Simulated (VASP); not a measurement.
Here is a VASP 6.6.1 calculation.

The input INCAR:

```
SYSTEM = MgI2
PREC = Accurate ; ENCUT = 520
EDIFF = 1E-6 ; ISMEAR = 0
SIGMA = 0.05 ; LREAL = .False.
LASPH = .True. ; NELM = 80
ALGO = Normal ; ISIF = 2
LWAVE = .False. ; LCHARG = .True.
GGA = PE ; LELF = .True.
LVHAR = .True. ; NBANDS = 15
```

The input KPOINTS:

```
Automatic mesh
0
Gamma
  6 6 4
  0 0 0
```

File POSCAR:

```
MgI2
1.0
    4.1846439568      0.0000000000      0.0000000000
   -2.0923219784      3.6240079724      0.0000000000
    0.0000000000      0.0000000000      7.7698369697
Mg I
1 2
Direct
    0.0000000000      0.0000000000      0.0000000000
    0.3333333333      0.6666666667      0.7897071656
    0.6666666667      0.3333333333      0.2102928344
```

Potentials or basis: VASP PAW PBE potentials, release 64 (Mg, I).

The run is started by

```sh
$ cat potpaw_PBE.64/Mg/POTCAR potpaw_PBE.64/I/POTCAR > POTCAR
$ mpirun -np 1 vasp_std > vasp.out
```

**Question.** Estimate the largest force.

**Answer.** 0.223 eV/Å.

**Question.** Predict the pressure.

**Answer.** 0.8 GPa.

Forces on the atoms (eV/Å):
```
Mg   0.000  0.000  0.000
I    0.000  0.000 -0.223
I    0.000  0.000  0.223
```

Caveat: this functional lacks dispersion, which binds the layers, so the pressure and a relaxed spacing across them are unreliable.
